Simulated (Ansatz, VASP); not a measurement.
**Two plane-wave programs on Ge**

Contents of INCAR:

```
SYSTEM = Ge
PREC     = Accurate       ! precision mode
ENCUT    = 600            ! plane-wave cutoff, eV
EDIFF    = 1E-7           ! SCF threshold, eV
ISMEAR   = 1              ! smearing method
SIGMA    = 0.1            ! smearing width, eV
LREAL    = .FALSE.        ! projectors in reciprocal space
LASPH    = .TRUE.         ! aspherical terms in the spheres
NELM     = 60             ! most SCF steps
ALGO     = Normal         ! electronic algorithm
ISIF     = 3              ! what is computed and relaxed
LWAVE    = .FALSE.        ! write WAVECAR
LCHARG   = .FALSE.        ! write CHGCAR
GGA      = B5             ! functional
ALDAX    = 1.0          
AGGAX    = 1.0          
AGGAC    = 1.0          
ALDAC    = 0.0          
IVDW     = 12             ! dispersion correction
VDW_S6   = 1.0          
VDW_S8   = 2.6996       
VDW_A1   = 0.4298       
VDW_A2   = 4.2359       
IBRION   = 2              ! ionic algorithm
NSW      = 100            ! ionic steps
EDIFFG   = -0.03          ! ionic threshold
```

Contents of KPOINTS:

```
Automatic mesh
0
G
  12 12 12
  0 0 0
```

The input POSCAR:

```
Ge
1.0
   -2.5744900000      2.5744900000      1.3974130000
    2.5744900000     -2.5744900000      1.3974130000
    2.5744900000      2.5744900000     -1.3974130000
Ge
2
Direct
    0.2500000000      0.7500000000      0.5000000000
    0.5000000000      0.5000000000      0.0000000000
```

Input for Ansatz:

```yaml
crystal:
  lattice:
    - [-2.57449, 2.57449, 1.397413]
    - [2.57449, -2.57449, 1.397413]
    - [2.57449, 2.57449, -1.397413]
  atoms:
    - { symbol: Ge, position: [0.25, 0.75, 0.5] }
    - { symbol: Ge, position: [0.5, 0.5, 0.0] }
basis:
  ecutwfc: 550.0
kpoints:
  mp_grid:
    grid: [12, 12, 12]
hamiltonian:
  xc: blyp
  dispersion: d3bj
scf:
  convergence:
    dr2_threshold: 1.0e-09
  occupations:
    method: cold
    width: 0.1
relax:
  f_tol: 0.03
  max_steps: 100
  cell: {}
```

Alike in both runs: task relaxation of cell and atoms; functional BLYP; dispersion D3(BJ); k mesh 12 × 12 × 12; no spin polarisation.

```csv
,VASP,Ansatz
version,VASP 6.6.1,Ansatz 0.2.0
potentials or method,"VASP PAW PBE potentials, release 64 (Ge_d), cutoff 600 eV","plane waves, PAW"
occupations,"methfessel-paxton of order 1, width 0.1 eV","cold, width 0.1 eV"
valence electrons in the cell,28,28
```

Ansatz gave:

| Property | Result |
| --- | --- |
| relaxed volume (Å³/atom) | 19.18 |
| relaxed length of the cell vector where the two differ most in proportion (Å) | 3.932 |

What did VASP give for the same quantities?

Relaxed volume (Å³/atom): 19.21; relaxed length of the cell vector where the two differ most in proportion (Å): 3.935.

VASP's potentials were made for PBE, not for BLYP. Ansatz's warnings: stress scf threshold loose.
